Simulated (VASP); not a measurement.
Input of a VASP 6.6.1 run:

INCAR

```
PREC = Accurate ; ENCUT = 520
EDIFF = 1E-7 ; ISMEAR = 0
SIGMA = 0.05 ; LREAL = False
LASPH = True ; NELM = 80
ALGO = Normal ; ISIF = 2
LWAVE = False ; LCHARG = False
GGA = PE ; NBANDS = 16
```

File KPOINTS:

```
regular mesh
0
Gamma
  8 8 8
```

POSCAR

```
AgCl
1.0
    0.0000000000      2.8060228508      2.8060228508
    2.8060228508      0.0000000000      2.8060228508
    2.8060228508      2.8060228508      0.0000000000
Ag Cl
1 1
Direct
    0.4775480680      0.5224519320      0.5523878412
    0.0683173339     -0.0683173339     -0.1594071124
```

Potentials or basis: VASP PAW PBE potentials, release 64 (Ag, Cl).

Run with:

```sh
$ cat potpaw_PBE.64/Ag/POTCAR potpaw_PBE.64/Cl/POTCAR > POTCAR
$ mpirun -np 1 vasp_std > vasp.out
```

(1) Predict the largest force.

(2) What does it give for the pressure?

(3) Predict the band gap on the k mesh.

Results:

(1) 7.346 eV/Å.

(2) 20.2 GPa.

(3) 1.40 eV (least direct gap 1.79 eV).

Caveat: the cell differs from its parent crystal (atoms displaced along several vibrational modes); the stress differs along the axes, from 1 to 55 GPa; forces of over 1 eV/Å act on the atoms, so gaps and moduli don't describe the material at rest.
